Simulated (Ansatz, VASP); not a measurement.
## KBr: VASP beside Ansatz

INCAR

```
SYSTEM = KBr
PREC = Accurate
ENCUT = 520
EDIFF = 1E-7
ISMEAR = 0
SIGMA = 0.05
LREAL = .FALSE.
LASPH = .TRUE.
NELM = 60
ALGO = Normal
ISIF = 2
LWAVE = .FALSE.
LCHARG = .FALSE.
GGA = PE
NBANDS = 15
```

File KPOINTS:

```
regular mesh
0
G
  6 6 6
  0 0 0
```

Contents of POSCAR:

```
KBr
1.0
    0.0000000000      3.2925000000      3.2925000000
    3.2925000000      0.0000000000      3.2925000000
    3.2925000000      3.2925000000      0.0000000000
K Br
1 1
Direct
    0.0000000000      0.0000000000      0.0000000000
    0.4194639201      0.5000000000      0.5000000000
```

Input for Ansatz:

```yaml
crystal:
  lattice:
    - [0.0, 3.2925, 3.2925]
    - [3.2925, 0.0, 3.2925]
    - [3.2925, 3.2925, 0.0]
  atoms:
    - { symbol: K, position: [0.0, 0.0, 0.0] }
    - { symbol: Br, position: [0.4194639201, 0.5, 0.5] }
basis:
  ecutwfc: 420
kpoints:
  mp_grid: { grid: [6, 6, 6] }
hamiltonian:
  xc: pbe
scf:
  occupations: { method: gaussian, width: 0.05 }
output:
  forces: true
  stress: true
  eigenvalues: true
  write_density: true
  write_potential: true
  elf: true
  volumetric_format: npy
```

Change from the starting cell: all Br atoms moved +0.375 Å, as atom 2 towards its neighbour atom 2 (Br) at 4.656 Å.

Alike in both runs: task single point; functional PBE; k mesh 6 × 6 × 6; occupations gaussian, width 0.05 eV; no spin polarisation.

```csv
,VASP,Ansatz
version,VASP 6.6.1,Ansatz 0.2.0
potentials or method,"VASP PAW PBE potentials, release 64 (K_sv, Br), cutoff 520 eV","scalar-relativistic, plane waves, PAW"
valence electrons in the cell,16,16
```

Ansatz gave:

| Property | Result |
| --- | --- |
| gap on the k mesh at the Fermi level (eV) | 4.49 |
| least direct gap on the mesh (eV) | 4.49 |
| pressure (GPa) | 1.6 |
| traceless stress, the component that is largest in VASP (GPa) | -1.00 |
| rms of the force components (eV/Å) | 0.300 |

Problem. What did VASP give for the same quantities?

Solution. gap on the k mesh at the Fermi level (eV): 4.49; least direct gap on the mesh (eV): 4.49; pressure (GPa): 1.7; traceless stress, the component that is largest in VASP (GPa): -1.02; rms of the force components (eV/Å): 0.305.

Atom by atom the forces differ by 0.005 eV/Å (rms over components).
